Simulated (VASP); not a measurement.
CsBr:

```
Cs Br
1.0
     4.31996    0.00000    0.00000
     0.00000    4.31996    0.00000
     0.00000    0.00000    4.31996
Cs Br
1 1
Direct
  0.00000 0.00000 0.00000
  0.50000 0.50000 0.50000
```

Program: VASP 6.6.1. Alike in all runs: task single point; potentials or basis VASP PAW PBE potentials, release 64 (Cs_sv, Br); no spin polarisation; cell as given; smearing gaussian 0.01 eV. Hardware: 1 thread of Intel(R) Xeon(R) 6975P-C (Granite Rapids), on a shared host.

Task: Order these runs on this cell by their wall time, lowest first.
A. level PBE0; k mesh 4 × 4 × 4; cutoff (eV) 400; grid for exact exchange (PRECFOCK) Normal
B. level r2SCAN; k mesh 4 × 4 × 4; cutoff (eV) 550
C. level PBE; k mesh 6 × 6 × 6; cutoff (eV) 500

Result: C (6.7 s), B (25 s), A (150 s).
